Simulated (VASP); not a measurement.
A run of VASP 6.6.1 is set up as follows.

Contents of POSCAR:

```
Al2Cu
1.0
    4.0718947400      0.0000000000      0.0000000000
    0.0000000000      4.0718947400      0.0000000000
    0.0000000000      0.0000000000      2.8678685126
Al Cu
2 1
Direct
    0.5000000000      0.0000000000      0.5000000000
    0.0000000000      0.5000000000      0.5000000000
    0.0000000000      0.0000000000      0.0000000000
```

INCAR.step1

```
SYSTEM = Al2Cu
PREC = Accurate ; ENCUT = 520
ISMEAR = 0 ; SIGMA = 0.1
LREAL = .False. ; LASPH = .True.
NELM = 80 ; NBANDS = 16
GGA = PE ; ALGO = Normal
EDIFF = 1E-4 ; LWAVE = .True.
LCHARG = .False.
```

Contents of INCAR.step2:

```
SYSTEM = Al2Cu
PREC = Accurate ; ENCUT = 520
EDIFF = 1E-7 ; ISMEAR = 0
SIGMA = 0.1 ; LREAL = .False.
LASPH = .True. ; NELM = 80
ALGO = Normal ; ISIF = 2
LWAVE = .False. ; LCHARG = .False.
METAGGA = R2SCAN ; LMIXTAU = .True.
NBANDS = 16 ; ISTART = 1
```

The input KPOINTS:

```
regular mesh
0
Gamma
  4 4 6
  0 0 0
```

Potentials or basis: VASP PAW PBE potentials, release 64 (Al, Cu).

Run with:

```console
$ cat potpaw_PBE.64/Al/POTCAR potpaw_PBE.64/Cu/POTCAR > POTCAR
$ cp INCAR.step1 INCAR
$ mpirun -np 1 vasp_std > vasp.out
$ cp INCAR.step2 INCAR
$ mpirun -np 1 vasp_std > vasp.out
```

Q: Estimate the band gap on the k mesh.

A: Zero (an odd number of electrons rules out a gap without spin polarisation).

Q: What does it give for the pressure?

A: 0.0 GPa.

Stress tensor (GPa, compression positive):
```
-1.15  0.00  0.00
 0.00 -1.15  0.00
 0.00  0.00  2.15
```

Caveat: the k points lie up to 0.39 Å⁻¹ apart, too coarse for converged energies and pressures of a metal; the PAW data sets were made with another functional, which shifts forces and pressure a little.
